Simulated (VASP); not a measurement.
Set up this calculation in VASP 6.6.1, as the native input.

| Property | Result |
| --- | --- |
| Task | relaxation of volume and atoms at fixed shape |
| Functional | PBEsol |
| Potentials or basis | VASP PAW PBE potentials, release 64 (Lu) |
| Cutoff | 600 eV |
| k mesh | 5 × 5 × 5 |
| Occupations | methfessel-paxton, width 0.1 eV |
| Spin | no spin polarisation |
| Dipole correction | no |
| Further INCAR settings | ALGO = Normal; EDIFF = 1e-06; IBRION = 2; EDIFFG = -0.02; NSW = 80; ISIF = 8 |

The structure of Lu lies in POSCAR:

```
Lu
1.0
    4.9000000000      0.0000000000      0.0000000000
    0.0000000000      4.9000000000      0.0000000000
    0.0000000000      0.0000000000      4.9000000000
Lu
4
Direct
    0.0000000000      0.0000000000      0.0000000000
    0.0000000000      0.5000000000      0.5000000000
    0.5000000000      0.0000000000      0.5000000000
    0.5000000000      0.5000000000      0.0000000000
```

This isn't the form of Lu at room conditions, which is hcp.

These files were run (other wordings do the same):

INCAR

```
SYSTEM = Lu
ALGO = Normal ; EDIFF = 1E-6
EDIFFG = -0.02 ; ENCUT = 600
GGA = PS ; IBRION = 2
ISIF = 8 ; ISMEAR = 1
LASPH = .TRUE. ; LCHARG = .FALSE.
LREAL = .FALSE. ; LWAVE = .FALSE.
NELM = 60 ; NSW = 80
PREC = Accurate ; SIGMA = 0.1
```

KPOINTS

```
k-points
0
G
  5 5 5
  0 0 0
```

Potentials or basis: VASP PAW PBE potentials, release 64 (Lu).

Run with:

```console
$ cat potpaw_PBE.64/Lu/POTCAR > POTCAR
$ mpirun -np 1 vasp_std > vasp.out
```

It gave:

```json
{
 "Relaxed volume": "27.24 Å³/atom",
 "Relaxed cell": "a = 4.776 Å, b = 4.776 Å, c = 4.776 Å, α = 90.00°, β = 90.00°, γ = 90.00°",
 "Space group after relaxing (to 0.1 Å)": "Fm-3m (No. 225)",
 "Energy gained by relaxing": "23.2 meV/atom",
 "Ionic steps": "4",
 "Pressure after relaxing": "0.0 GPa",
 "Band gap on the k mesh": "zero (bands 50 and 51 overlap by 1.27 eV)"
}
```

Caveat: the PAW data sets were made with another functional, which shifts forces and pressure a little; spin-orbit coupling is left out, which moves the levels of the heavy elements.

Wall time 7.6 min on 1 thread of Oxide Virtual Turin-like Processor, with other jobs on the host, peak memory 0.24 GiB.
